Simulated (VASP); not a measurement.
Au, 1 atom in the cell. The structure is cubic, space group Fm-3m (No. 225). Conventional cell: a = 4.220 Å, b = 4.220 Å, c = 4.220 Å, α = 90.00°, β = 90.00°, γ = 90.00°. Within 3.9 Å of Au (site symmetry m-3m) lie 12 Au at 2.98 Å.  This cell differs from its parent crystal: strain +0.015 along x and y, +0.015 along z.

| Property | Result |
| --- | --- |
| Program | VASP 6.6.1 |
| Task | single point |
| Functional | PBE |
| Potentials or basis | VASP PAW PBE potentials, release 64 (Au) |
| Cutoff | 520 eV |
| k mesh | 24 × 24 × 24 |
| Occupations | gaussian, width 0.15 eV |
| Spin | no spin polarisation |
| Dipole correction | no |
| Further INCAR settings | ALGO = Normal; EDIFF = 1e-06; NBANDS = 12 |

Potentials or basis: VASP PAW PBE potentials, release 64 (Au).

Launch:

```sh
$ cat potpaw_PBE.64/Au/POTCAR > POTCAR
$ mpirun -np 1 vasp_std > vasp.out
```

Hardware: 1 thread of AMD EPYC 7R43 64-Core Processor (Zen 3) (shared host).

**Question.** Estimate the wall time of this run.

**Answer.** It took 79 s on 1 thread of AMD EPYC 7R43 64-Core Processor (Zen 3) (shared host), peak memory 0.18 GiB. Counts: scf iterations 11, k points 413.
